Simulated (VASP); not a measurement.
The system is Ti3H.

```
Ti H
1.0
     0.00000    2.94484    2.94484
     2.94484    0.00000    2.94484
     2.94484    2.94484    0.00000
Ti H
3 1
Cartesian
  1.4724 1.4724 1.4724
  4.4173 4.4173 4.4173
  2.9448 2.9448 2.9448
  0.0000 0.0000 0.0000
```

- Program: VASP 6.6.1
- Task: relaxation of cell and atoms
- Functional: PBE
- Potentials or basis: VASP PAW PBE potentials, release 64 (Ti_sv, H)
- Cutoff: 600 eV
- k mesh: 6 × 6 × 6
- Occupations: gaussian, width 0.1 eV
- Spin: no spin polarisation

At the start: pressure 12.0 GPa; volume 12.77 Å³/atom.

Task: Where does the relaxation end?

Result: Over 3 steps the energy falls by 55.6 meV/atom and the volume is 14.37 Å³/atom (+12.6 %); space group Fm-3m (No. 225, to 0.05 Å).

The path:
| step | energy change (eV) | largest force (eV/Å) | pressure (GPa) | volume (Å³) |
| --- | --- | --- | --- | --- |
| 1 | 0.0000 | 0.0000 | 12.03 | 51.08 |
| 2 | -0.2180 | 0.0000 | -1.38 | 58.50 |
| 3 | -0.2224 | 0.0000 | 0.02 | 57.49 |

Final structure:
```
Ti H
1.0
     0.00000    3.06322    3.06322
     3.06322    0.00000    3.06322
     3.06322    3.06322    0.00000
Ti H
3 1
Direct
  0.25000 0.25000 0.25000
  0.75000 0.75000 0.75000
  0.50000 0.50000 0.50000
  0.00000 0.00000 0.00000
```
